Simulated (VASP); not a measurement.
# CdS: relaxation of cell and atoms with PBE

Crystal: CdS.

```
Cd S
1.0
     4.18282    0.00000    0.00000
    -2.09141    3.62242    0.00000
     0.00000    0.00000    6.80841
Cd S
2 2
Direct
  0.66667 0.33333 0.50026
  0.33333 0.66667 0.00026
  0.66667 0.33333 0.87674
  0.33333 0.66667 0.37674
```

| Quantity | Value |
| --- | --- |
| Program | VASP 6.6.1 |
| Task | relaxation of cell and atoms |
| Functional | PBE |
| Potentials or basis | VASP PAW PBE potentials, release 64 (Cd, S) |
| Cutoff | 600 eV |
| k mesh | 9 × 9 × 4 |
| Occupations | gaussian, width 0.02 eV |
| Spin | no spin polarisation |
| Target pressure | 1 GPa |
| Dipole correction | no |
| Further INCAR settings | ALGO = Normal; EDIFF = 1e-06; IBRION = 2; EDIFFG = -0.008; NSW = 70; ISIF = 3 |

* Relaxed volume: 25.70 Å³/atom
* Relaxed cell: a = 4.178 Å, b = 4.178 Å, c = 6.800 Å, α = 90.00°, β = 90.00°, γ = 120.00°
* Space group after relaxing (to 0.1 Å): P6_3mc (No. 186)
* Energy change on relaxing (the run minimises the enthalpy): +0.5 meV/atom
* Ionic steps: 3
* Pressure after relaxing: 1.0 GPa
* Band gap on the k mesh: 1.14 eV

Step by step:
| step | energy change (eV) | largest force (eV/Å) | pressure (GPa) | volume (Å³) |
| --- | --- | --- | --- | --- |
| 1 | 0.0000 | 0.0004 | 0.78 | 103.16 |
| 2 | 0.0030 | 0.0002 | 1.07 | 102.64 |
| 3 | 0.0021 | 0.0002 | 1.01 | 102.78 |

Final structure:
```
Cd S
1.0
     4.17772    0.00000    0.00000
    -2.08886    3.61801    0.00000
     0.00000    0.00000    6.79996
Cd S
2 2
Direct
  0.66667 0.33333 0.50026
  0.33333 0.66667 0.00026
  0.66667 0.33333 0.87674
  0.33333 0.66667 0.37674
```

Levels at points of the mesh, in eV from the valence-band top:
| k point | band 16 | band 17 | band 18 | band 19 | band 20 | band 21 |
| --- | --- | --- | --- | --- | --- | --- |
| (0.00, 0.00, 0.00) | -0.04 | 0.00 | 0.00 | 1.14 | 2.76 | 6.48 |
| (0.00, 0.00, 0.50) | -0.37 | -0.37 | -0.37 | 2.79 | 2.79 | 6.15 |

Wall time 2.2 min on 1 thread of Intel(R) Xeon(R) Platinum 8488C (Sapphire Rapids), with other jobs on the host, peak memory 0.31 GiB.

Caveat: the cell is relaxed towards a set pressure, so the run minimises the enthalpy, not the energy.
